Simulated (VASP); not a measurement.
# CuAu12 in VASP: notebook

Runs on CuAu12. Level: PBE. Tasks: single point.

Everything below comes from runs of VASP 6.6.1. Logs are shortened: lines on timing, memory, paths and dates and some standing lists are left out, and cuts for length are marked.

## 1. The cell of the first run

The cell holds a slab with vacuum, 13 atoms: a = 5.770 Å, b = 5.770 Å, c = 17.711 Å, α = 90.00°, β = 90.00°, γ = 60.00°.

## 2. Single point, PBE

INCAR

```
PREC     = Accurate       # precision mode
ENCUT    = 520            # plane-wave cutoff, eV
EDIFF    = 1E-7           # SCF threshold, eV
ISMEAR   = -1             # smearing method
SIGMA    = 0.05           # smearing width, eV
LREAL    = False          # projectors in reciprocal space
LASPH    = True           # aspherical terms in the spheres
NELM     = 60             # most SCF steps
ALGO     = Normal         # electronic algorithm
ISIF     = 2              # what is computed and relaxed
LWAVE    = False          # write WAVECAR
LCHARG   = False          # write CHGCAR
GGA      = PE             # functional
NBANDS   = 84             # bands
```

KPOINTS

```
Automatic mesh
0
Gamma
  3 3 1
```

POSCAR

```
CuAu12
1.0
    5.7699910000      0.0000000000      0.0000000000
    2.8849960000      4.9969590000      0.0000000000
    0.0000000000      0.0000000000     17.7111780000
Au Cu
12 1
Direct
    0.1666696938      0.1666613634      0.0564615183
    0.6666704737      0.1666613634      0.0564615183
    0.1666679892      0.6666654659      0.0564615183
    0.6666687691      0.6666654659      0.0564615183
   -0.1759149625      0.3750881286      0.2182519988
    0.3661178823      0.3221159109      0.2385950839
   -0.1551724669      0.8815761746      0.2159144920
    0.3365638733      0.8424723917      0.2066152799
   -0.0499615729      0.0904950391      0.3820694479
    0.4246848871      0.0661602387      0.4064043623
   -0.0365779313      0.5748896479      0.3431618157
    0.4265846438      0.5777513884      0.4056364856
    0.9200772875      0.7677869680      0.4723231848
```

Potentials or basis: VASP PAW PBE potentials, release 64 (Au, Cu).

Started as:

```console
$ cat potpaw_PBE.64/Au/POTCAR potpaw_PBE.64/Cu/POTCAR > POTCAR
$ mpirun -np 1 vasp_std > vasp.out
```

OUTCAR:

```text
PREC = Accurate
   ENCUT = 520
   EDIFF = 1E-7
   ISMEAR = -1
   LREAL = False
   LASPH = True
   NELM = 60
   ISIF = 2
   GGA = PE

 ion  position               nearest neighbor table
   1  0.167  0.167  0.056-   3 2.88   4 2.88   2 2.88   2 2.89   4 2.89   3 2.89   8 3.11   5 3.34

   2  0.667  0.167  0.056-   3 2.88   4 2.88   1 2.88   1 2.89   3 2.89   4 2.89   7 3.17   5 3.40
                             6 3.56
   3  0.167  0.667  0.056-   2 2.88   1 2.88   4 2.88   4 2.89   2 2.89   1 2.89   8 3.17   7 3.26
[... 15 lines left out ...]
  11  0.963  0.575  0.343-  13 2.50   7 2.73   6 2.75   5 2.79  12 2.90   9 2.92   9 3.02  10 3.02
                            10 3.18  12 3.28
  12  0.427  0.578  0.406-  10 2.81  13 2.82   9 2.89  11 2.90   9 2.95  10 2.96  11 3.28   6 3.40

  13  0.920  0.768  0.472-  11 2.50   9 2.52  10 2.75  12 2.82

  LATTYP: Found a hexagonal cell.
 ALAT       =     5.7699914357
 C/A-ratio  =     3.0695328056

  Lattice vectors:

 A1 = (  -2.8849960000,  -4.9969590000,   0.0000000000)
 A2 = (   5.7699910000,   0.0000000000,   0.0000000000)
 A3 = (   0.0000000000,   0.0000000000,  17.7111780000)

Analysis of symmetry for initial positions (statically):
=====================================================================
 Subroutine PRICEL returns:
 Original cell was already a primitive cell.

 Routine SETGRP: Setting up the symmetry group for a
 hexagonal supercell.

 Subroutine GETGRP returns: Found  1 space group operations
 (whereof  1 operations were pure point group operations)
 out of a pool of 24 trial point group operations.

The static configuration has the point symmetry C_1 .

Analysis of symmetry for dynamics (positions and initial velocities):
=====================================================================
 Subroutine PRICEL returns:
 Original cell was already a primitive cell.

 Routine SETGRP: Setting up the symmetry group for a
 hexagonal supercell.

 Subroutine GETGRP returns: Found  1 space group operations
 (whereof  1 operations were pure point group operations)
 out of a pool of 24 trial point group operations.

The dynamic configuration has the point symmetry C_1 .

 Subroutine INISYM returns: Found  1 space group operations
 (whereof  1 operations are pure point group operations),
 and found     1 'primitive' translations

----------------------------------------------------------------------------------------

                                     Primitive cell

  volume of cell :     510.6559

  direct lattice vectors                    reciprocal lattice vectors
     5.769991000  0.000000000  0.000000000     0.173310496 -0.100060874  0.000000000
     2.884996000  4.996959000  0.000000000     0.000000000  0.200121714  0.000000000
     0.000000000  0.000000000 17.711178000     0.000000000  0.000000000  0.056461518

  length of vectors
     5.769991000  5.769991436 17.711178000     0.200121729  0.200121714  0.056461518

  position of ions in fractional coordinates (direct lattice)
     0.166669694  0.166661363  0.056461518
     0.666670474  0.166661363  0.056461518
     0.166667989  0.666665466  0.056461518
     0.666668769  0.666665466  0.056461518
     0.824085037  0.375088129  0.218251999
     0.366117882  0.322115911  0.238595084
     0.844827533  0.881576175  0.215914492
     0.336563873  0.842472392  0.206615280
     0.950038427  0.090495039  0.382069448
     0.424684887  0.066160239  0.406404362
     0.963422069  0.574889648  0.343161816
     0.426584644  0.577751388  0.405636486
     0.920077287  0.767786968  0.472323185

  ion indices of the primitive-cell ions
   primitive index   ion index
                 1           1
                 2           2
                 3           3
                 4           4
                 5           5
                 6           6
                 7           7
                 8           8
                 9           9
                10          10
                11          11
                12          12
                13          13

----------------------------------------------------------------------------------------

 KPOINTS: Automatic mesh

Automatic generation of k-mesh.
 Grid dimensions read from file:
 generate k-points for:    3    3    1

 Generating k-lattice:

  Cartesian coordinates                     Fractional coordinates (reciprocal lattice)
     0.057770165 -0.033353625  0.000000000     0.333333333  0.000000000  0.000000000
     0.000000000  0.066707238  0.000000000     0.000000000  0.333333333  0.000000000
     0.000000000  0.000000000  0.056461518     0.000000000  0.000000000  1.000000000

  Length of vectors
     0.066707243  0.066707238  0.056461518

  Shift w.r.t. Gamma in fractional coordinates (k-lattice)
     0.000000000  0.000000000  0.000000000

 Subroutine IBZKPT returns following result:
 ===========================================

 Found      5 irreducible k-points:

 Following reciprocal coordinates:
            Coordinates               Weight
  0.000000  0.000000  0.000000      1.000000
  0.333333  0.000000  0.000000      2.000000
  0.333333  0.333333  0.000000      2.000000
  0.000000  0.333333  0.000000      2.000000
 -0.333333  0.333333  0.000000      2.000000
   k-points           NKPTS =      5   k-points in BZ     NKDIM =      5   number of bands    NBANDS=     84
   number of dos      NEDOS =    301   number of ions     NIONS =     13
   total plane-waves  NPLWV = 322560
   dimension x,y,z NGX =    48 NGY =   48 NGZ =  140
   dimension x,y,z NGXF=    96 NGYF=   96 NGZF=  280
   ions per type =              12   1
   NGX,Y,Z   is equivalent  to a cutoff of  13.83, 13.83, 13.14 a.u.
   NGXF,Y,Z  is equivalent  to a cutoff of  27.66, 27.66, 26.28 a.u.
 SYSTEM =  unknown system
   PREC   = accura    normal or accurate (medium, high low for compatibility)
   ISTART =      0    job   : 0-new  1-cont  2-samecut
   ICHARG =      2    charge: 1-file 2-atom 10-const
   ISPIN  =      1    spin polarized calculation?
   LNONCOLLINEAR =      F non collinear calculations
   LSORBIT =      F    spin-orbit coupling
   LASPH  =      T    aspherical Exc in radial PAW
   ENCUT  =  520.0 eV  38.22 Ry    6.18 a.u.  10.73 10.73 32.93*2*pi/ulx,y,z
   NELM   =     60;   NELMIN=  2; NELMDL= -5     # of ELM steps
   EDIFF  = 0.1E-06   stopping-criterion for ELM
   LREAL  =      F    real-space projection
   EDIFFG = 0.1E-05   stopping-criterion for IOM
   NSW    =      0    number of steps for IOM
   IBRION =     -1    ionic relax: 0-MD 1-quasi-New 2-CG
   NFREE  =      0    steps in history (QN), initial steepest desc. (CG)
   ISIF   =      2    stress and relaxation
   ISYM   =      2    0-nonsym 1-usesym 2-fastsym
   POTIM  = 0.5000    time-step for ionic-motion
   TEBEG  =    0.0;   TEEND  =   0.0 temperature during run
   PSTRESS=    0.0 pullay stress
   NELECT =     143.0000    total number of electrons
   NUPDOWN=      -1.0000    fix difference up-down
   EMIN   =  10.00;   EMAX   =-10.00  energy-range for DOS
   EFERMI =   0.00;   METHOD = LEGACY
   ISMEAR =    -1;   SIGMA  =   0.05  broadening in eV -4-tet -1-fermi 0-gaus
   EFERMI_NEDOS =   21; number of points for ismear=-14 and -15
   IALGO  =     38    algorithm
   IMIX   =      4    mixing-type and parameters
     AMIX     =   0.40;   BMIX     =  1.00
     AMIX_MAG =   1.60;   BMIX_MAG =  1.00
  volume/ion in A,a.u.               =      39.28       265.08
  Fermi-wavevector in a.u.,A,eV,Ry     =   1.071052  2.023996 15.607968  1.147153
  Thomas-Fermi vector in A             =   2.206781
   LORBIT       =      0    0 simple, 1 ext, 2 COOP (PROOUT), +10 PAW based schemes
   GGA     = PE    functional components
   LHFCALC =     F    Hartree Fock is set to
   AEXX    =    0.0000 exact exchange contribution
   IVDW    =     0    specifies the selected vdW correction
   LEPSILON=     F    determine dielectric tensor
   LRPA    =     F    only Hartree local field effects (RPA)
 non-spin polarized calculation
  energy-cutoff  :      520.00
  volume of cell :      510.66
 maximum number of plane-waves:     13793
 NGX is ok and might be reduce to    48
   NGX = 21   NGY = 21   NGZ = 65

 number of electron     143.0000016 magnetization

 Free energy of the ion-electron system (eV)
  ---------------------------------------------------
  ext. energy  EPLUGINS =         0.00000000
  ---------------------------------------------------
  free energy    TOTEN  =       -38.36488883 eV

  energy without entropy =      -38.34581263  energy(sigma->0) =      -38.35535073

 E-fermi :   1.1258     XC(G=0):  -6.7219

 val. band max:        0.7410545751   @ k =   0.0000   0.3333   0.0000
 cond. band min:       1.2151993266   @ k =   0.0000   0.3333   0.0000
 fundamental gap:      0.4741447515
 Fermi energy:         1.1258408571

 k-point     1 :       0.0000    0.0000    0.0000
  band No.  band energies     occupation
      1      -6.8675      2.00000
      2      -5.9701      2.00000
      3      -5.5873      2.00000
      4      -5.1086      2.00000
      5      -4.8959      2.00000
      6      -4.8000      2.00000
[... 419 lines left out ...]
     82       5.7403      0.00000
     83       5.9928      0.00000
 [bands above 83 left out]

------------------------ aborting loop because EDIFF is reached ----------------------------------------

  FORCE on cell =-STRESS in cart. coord.  units (eV):
  Direction    XX          YY          ZZ          XY          YZ          ZX
  --------------------------------------------------------------------------------------
  -------------------------------------------------------------------------------------
  Total      -17.3874188    -17.6844204      0.5196231     -0.3639692      0.3373676      0.0174191
  in kB      -54.5528352    -55.4846746      1.6303117     -1.1419494      1.0584872      0.0546521
  external PRESSURE =     -36.1357327 kB  Pullay stress =       0.0000000 kB

 VOLUME and BASIS-vectors are now :
 -----------------------------------------------------------------------------
  energy-cutoff  :      520.00
  volume of cell :      510.66
      direct lattice vectors                 reciprocal lattice vectors
     5.769991000  0.000000000  0.000000000     0.173310496 -0.100060874  0.000000000
     2.884996000  4.996959000  0.000000000     0.000000000  0.200121714  0.000000000
     0.000000000  0.000000000 17.711178000     0.000000000  0.000000000  0.056461518

 POSITION                                       TOTAL-FORCE (eV/Angst)
 -----------------------------------------------------------------------------------
      1.44250      0.83280      1.00000         0.052204      0.042523     -0.028898
      4.32750      0.83280      1.00000        -0.046401      0.033226      0.079590
      2.88500      3.33130      1.00000         0.003570     -0.061281     -0.019949
      5.77000      3.33130      1.00000        -0.000890     -0.009807      0.024858
      5.83709      1.87430      3.86550         0.407023     -0.231841     -0.024366
      3.04180      1.60960      4.22580        -0.337836      0.446178     -0.399415
      7.41799      4.40520      3.82410        -0.271685     -0.502107     -0.371066
      4.37250      4.20980      3.65940         0.311854      0.272871      0.135422
      5.74279      0.45220      6.76690        -0.511775      0.389246      0.096189
      2.64130      0.33060      7.19790         0.902373     -0.010040      0.017980
      7.21749      2.87270      6.07780        -0.443306     -0.245628      0.631532
      4.12820      2.88700      7.18430         0.027517     -0.194488      0.044669
      7.52390      3.83660      8.36540        -0.092649      0.071148     -0.186544
 -----------------------------------------------------------------------------------
    total drift:                               -0.000587      0.000780      0.001544

  FREE ENERGIE OF THE ION-ELECTRON SYSTEM (eV)
  ---------------------------------------------------
  free  energy   TOTEN  =       -38.3648888312 eV

  energy  without entropy=      -38.3458126259  energy(sigma->0) =      -38.35535073
```

Run time: 20 min. Hardware: 1 thread of Intel Xeon 8259CL, shared host; peak memory 0.74 GiB.

What came out:

```
Free energy            : -38.3649 eV
Largest force          : 0.903 eV/Å
Band gap on the k mesh : zero (an odd number of electrons rules out a gap without spin polarisation)
```

Forces in eV/Å, atoms in the order of the input:
```
Au   0.052  0.043 -0.029
Au  -0.046  0.033  0.080
Au   0.004 -0.061 -0.020
Au  -0.001 -0.010  0.025
Au   0.407 -0.232 -0.024
Au  -0.338  0.446 -0.399
Au  -0.272 -0.502 -0.371
Au   0.312  0.273  0.135
Au  -0.512  0.389  0.096
Au   0.902 -0.010  0.018
Au  -0.443 -0.246  0.632
Au   0.028 -0.194  0.045
Cu  -0.093  0.071 -0.187
```

Levels at points of the mesh, in eV from the Fermi level:
```csv
k point,band 69,band 70,band 71,band 72,band 73,band 74
"(0.00, 0.00, 0.00)",-0.65,0.61,0.68,0.81,1.23,1.36
```

Caveat: the k points lie up to 0.42 Å⁻¹ apart, too coarse for converged energies and pressures of a metal; spin-orbit coupling is left out, which moves the levels of the heavy elements.

## 3. Single point, PBE

INCAR

```
SYSTEM = CuAu12
ALGO = Normal ; EDIFF = 1E-6
ENCUT = 520 ; GGA = PE
ISIF = 2 ; ISMEAR = -1
LASPH = .True. ; LCHARG = .False.
LREAL = .False. ; LWAVE = .False.
NBANDS = 84 ; NELM = 100
PREC = Accurate ; SIGMA = 0.05
```

KPOINTS

```
k-points
0
Gamma
  3 3 1
  0 0 0
```

POSCAR

```
CuAu12
1.0
    5.7699910000      0.0000000000      0.0000000000
    2.8849960000      4.9969590000      0.0000000000
    0.0000000000      0.0000000000     17.7111780000
Au Cu
12 1
Direct
    0.1666696938      0.1666613634      0.0564615183
    0.6666704737      0.1666613634      0.0564615183
    0.1666679892      0.6666654659      0.0564615183
    0.6666687691      0.6666654659      0.0564615183
   -0.1409665551      0.3453300297      0.2125832624
    0.3381579200      0.3950202513      0.2232431970
   -0.1524821859      0.8600430782      0.2066265722
    0.3561517241      0.8755324989      0.2109910476
   -0.1207807608      0.1729651974      0.4079344694
    0.4190602998      0.1346018649      0.4248616326
   -0.0874719275      0.5893984722      0.3439184000
    0.3780603180      0.6607618754      0.4207625264
    0.8913969265      0.7735704856      0.4735822767
```

Potentials or basis: VASP PAW PBE potentials, release 64 (Au, Cu).

Started as:

```console
$ cat potpaw_PBE.64/Au/POTCAR potpaw_PBE.64/Cu/POTCAR > POTCAR
$ mpirun -np 1 vasp_std > vasp.out
```

It took 16 min on 1 thread of Intel Xeon 8259CL, shared host; peak memory 0.72 GiB.

It converged, with:

```
Free energy            : -38.6740 eV
Largest force          : 0.517 eV/Å
Band gap on the k mesh : zero (an odd number of electrons rules out a gap without spin polarisation)
```

Forces on the atoms (eV/Å):
```
Au   0.030 -0.008 -0.105
Au  -0.027  0.058  0.032
Au   0.078 -0.038 -0.117
Au  -0.063  0.011 -0.111
Au  -0.171  0.255  0.114
Au   0.077 -0.511  0.015
Au   0.034  0.369  0.193
Au  -0.049 -0.132  0.224
Au   0.360 -0.056  0.340
Au  -0.417  0.224 -0.208
Au   0.138 -0.064 -0.068
Au  -0.039  0.033 -0.047
Cu   0.048 -0.140 -0.261
```

Levels at points of the mesh, in eV from the Fermi level:
```tsv
k point	band 68	band 69	band 70	band 71	band 72	band 73	band 74	band 75
(0.00, 0.00, 0.00)	-1.42	-0.70	0.58	0.67	0.84	1.20	1.32	1.40
```

Caveat: the k points lie up to 0.42 Å⁻¹ apart, too coarse for converged energies and pressures of a metal; spin-orbit coupling is left out, which moves the levels of the heavy elements.
